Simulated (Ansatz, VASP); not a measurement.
## Mg: VASP beside Ansatz

INCAR

```
SYSTEM = Mg
ALGO = Normal ; EDIFF = 1E-6
ENCUT = 600 ; GGA = LIBXC
GGA_COMPAT = .FALSE. ; ISIF = 2
ISMEAR = -1 ; LASPH = .TRUE.
LCHARG = .TRUE. ; LELF = .TRUE.
LIBXC1 = GGA_X_PBE ; LIBXC2 = LDA_C_PW
LREAL = .FALSE. ; LVHAR = .TRUE.
LWAVE = .FALSE. ; NBANDS = 7
NELM = 120 ; PREC = Accurate
SIGMA = 0.025
```

KPOINTS

```
k-points
0
G
  11 11 11
  0 0 0
```

POSCAR

```
Mg
1.0
   -1.7727644950      1.7727644950      1.7727644950
    1.7727644950     -1.7727644950      1.7727644950
    1.7727644950      1.7727644950     -1.7727644950
Mg
1
Direct
    0.0000000000      0.0000000000      0.0000000000
```

The input input.yaml:

```yaml
crystal:
  lattice: { a: 3.54552899, b: 3.54552899, c: 3.54552899, alpha: 90.0, beta: 90.0, gamma: 90.0 }
  space_group: 229
  setting: { hermann_mauguin: Im-3m }
  reduce_to_primitive: true
  atoms:
    - { symbol: Mg, position: [0.0, 0.0, 0.0] }
kpoints:
  mp_grid: { grid: [11, 11, 11] }
scf:
  occupations: { method: fermi_dirac, width: 0.025 }
hamiltonian:
  xc: { exchange: pbe, correlation: lda }
  pseudopotentials:
    kind: all_electron
    lapw: { basis_error: 0.001 }
    nuclear_model: point
output:
  forces: true
  stress: true
  eigenvalues: true
  dos: { projected: false, de: 0.1, e_range: [-14, 10] }
```

Alike in both runs: functional pbe exchange, lda correlation; k mesh 11 × 11 × 11; occupations fermi-dirac, width 0.025 eV; no spin polarisation.

```csv
,VASP,Ansatz
version,VASP 6.6.1,Ansatz 0.2.0
potentials or method,"VASP PAW PBE potentials, release 64 (Mg), cutoff 600 eV","all-electron LAPW, point nuclei"
task,single point,density of states
```

```tsv
	VASP	Ansatz	Ansatz less VASP
gap on the k mesh at the Fermi level (eV)	none	none	-
pressure (GPa)	1.9	2.0	+0.17
```

VASP's potentials were made for PBE, not for pbe exchange, lda correlation. A gap of «none» marks a metal or a gap that the smearing closes. Ansatz ran all-electron here, and VASP with PAW potentials.
